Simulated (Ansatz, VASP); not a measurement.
# Mo in VASP and in Ansatz

File INCAR:

```
PREC = Accurate ; ENCUT = 520
EDIFF = 1E-6 ; ISMEAR = -1
SIGMA = 0.05 ; LREAL = F
LASPH = T ; NELM = 100
ALGO = Normal ; ISIF = 2
LWAVE = F ; LCHARG = F
LDIPOL = T ; IDIPOL = 3
DIPOL = 0.5 0.5 0.500 ; GGA = PE
NBANDS = 66
```

Contents of KPOINTS:

```
Automatic mesh
0
Gamma
  9 7 1
```

The input POSCAR:

```
Mo
1.0
    2.8496403282      0.0000000000      0.0000000000
    0.0000000000      4.0300000000      0.0000000000
    0.0000000000      0.0000000000     24.9737411486
Mo
8
Direct
    0.5000000000      0.5000000000      0.3003154375
    0.0000000000      0.0000000000      0.3573681697
    0.5000000000      0.5000000000      0.4144209018
    0.0000000000      0.0000000000      0.4714736339
    0.5000000000      0.5000000000      0.5285263661
    0.0000000000      0.0000000000      0.5855790982
    0.5000000000      0.5000000000      0.6426318303
    0.0000000000      0.0000000000      0.6996845625
```

Contents of input.yaml:

```yaml
crystal:
  lattice:
    - [2.8496403282, 0.0, 0.0]
    - [0.0, 4.03, 0.0]
    - [0.0, 0.0, 24.9737411486]
  atoms:
    - { symbol: Mo, position: [0.5, 0.5, 0.3003154375] }
    - { symbol: Mo, position: [0.0, 0.0, 0.3573681697] }
    - { symbol: Mo, position: [0.5, 0.5, 0.4144209018] }
    - { symbol: Mo, position: [0.0, 0.0, 0.4714736339] }
    - { symbol: Mo, position: [0.5, 0.5, 0.5285263661] }
    - { symbol: Mo, position: [0.0, 0.0, 0.5855790982] }
    - { symbol: Mo, position: [0.5, 0.5, 0.6426318303] }
    - { symbol: Mo, position: [0.0, 0.0, 0.6996845625] }
hamiltonian:
  xc: pbe
  pseudopotentials: { kind: paw }
kpoints:
  mp_grid: { grid: [9, 7, 1] }
scf:
  occupations: { method: fermi_dirac, width: 0.05 }
output:
  forces: true
  eigenvalues: true
efield:
  axis: 3
  dipole_correction: true
  ramp_width: 0.04
```

Alike in both runs: task single point; functional PBE; k mesh 9 × 7 × 1; occupations fermi-dirac, width 0.05 eV; no spin polarisation.

|  | VASP | Ansatz |
| --- | --- | --- |
| version | VASP 6.6.1 | Ansatz 0.2.0 |
| potentials or method | VASP PAW PBE potentials, release 64 (Mo_sv) | Ansatz PAW |
| plane-wave cutoff (eV) | 520 | 420 |
| valence electrons in the cell | 112 | 112 |

|  | VASP | Ansatz | Ansatz less VASP |
| --- | --- | --- | --- |
| gap on the k mesh at the Fermi level (eV) | none | none | - |
| rms of the force components (eV/Å) | 0.582 | 0.584 | +0.0029 |

Atom by atom the forces differ by 0.006 eV/Å (rms over components). A gap of «none» marks a metal or a gap that the smearing closes.
